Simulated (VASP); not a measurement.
Runs of VASP 6.6.1 on Ta. The structure is that of space group Im-3m (No. 229), or close to it. The cells are those of the table. 

```tsv
task	cell	cutoff (eV)	gap on the mesh (eV)	pressure (GPa)
single point	a = 2.740 Å, angles 109.5°, 1 atom	520	none	(a)
relaxation of cell and atoms	relaxed to 21 GPa from a = 2.769 Å, angles 109.5°, 1 atom	600	none	21.0
single point	a = 2.742 Å, angles 109.5°, 1 atom	520	none	22.2
relaxation of cell and atoms	relaxed to 21 GPa from a = 2.742 Å, angles 109.5°, 1 atom	600	none	21.0
```

Alike in all rows: level LDA; potentials or basis VASP PAW LDA potentials, release 64 (Ta_pv); no spin polarisation; k mesh 17 × 17 × 17; smearing fermi-dirac 0.08 eV.

**Question.** Estimate the missing entries.

**Answer.** (a) 22.6.

Caveats: spin-orbit coupling is left out, which moves the levels of the heavy elements; the cell is relaxed towards a set pressure, so the enthalpy falls and the energy may rise (some runs).

A k mesh can miss the band edges, and the runs leave out spin-orbit coupling on Ta.

A gap of «none» marks levels without a gap at the run's occupations.
